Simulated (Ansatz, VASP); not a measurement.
# One calculation of P, two programs

```
CELL_PARAMETERS angstrom
4.27290 0.00000 0.00000
0.00000 4.27290 0.00000
0.00000 0.00000 4.33422
ATOMIC_POSITIONS crystal
P 0.00000 0.00000 0.00000
```

Change from the starting cell: zz strain of -1 %.

Alike in both runs: task single point; functional PBEsol; k mesh 10 × 10 × 9; occupations fermi-dirac, width 0.08 eV; no spin polarisation.

```csv
,VASP,Ansatz
version,VASP 6.6.1,Ansatz 0.2.0
potentials or method,"VASP PAW PBE potentials, release 64 (P), cutoff 500 eV","all-electron LAPW, scalar-relativistic"
```

```csv
,VASP,Ansatz,Ansatz less VASP
pressure (GPa),-3.9,-3.9,+0.01
"traceless stress, the component that is largest in VASP (GPa)",0.20,0.20,-0.001
```

VASP's potentials were made for PBE, not for PBEsol. Ansatz ran all-electron here, and VASP with PAW potentials.
